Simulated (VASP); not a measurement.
A run of VASP 6.6.1 is set up as follows.

Contents of INCAR:

```
ALGO = Normal
EDIFF = 1E-7
ENCUT = 520
GGA = PE
ISIF = 2
ISMEAR = 0
LASPH = True
LCHARG = True
LELF = True
LREAL = False
LVHAR = True
LWAVE = False
NBANDS = 18
NELM = 60
PREC = Accurate
SIGMA = 0.1
```

The input KPOINTS:

```
k-points
0
Gamma
  8 8 8
```

The input POSCAR:

```
BiTe
1.0
    0.0000000000      3.2350000000      3.2350000000
    3.2350000000      0.0000000000      3.2350000000
    3.2350000000      3.2350000000      0.0000000000
Bi Te
1 1
Direct
    0.0000000000      0.0000000000      0.0000000000
    0.5000000000      0.5000000000      0.5000000000
```

Potentials or basis: VASP PAW PBE potentials, release 64 (Bi_d, Te).

Command:

```console
$ cat potpaw_PBE.64/Bi_d/POTCAR potpaw_PBE.64/Te/POTCAR > POTCAR
$ mpirun -np 1 vasp_std > vasp.out
```

Predict the band gap on the k mesh.

zero (an odd number of electrons rules out a gap without spin polarisation).

Predict the pressure.

0.6 GPa.

Caveat: spin-orbit coupling is left out, which moves the levels of the heavy elements.
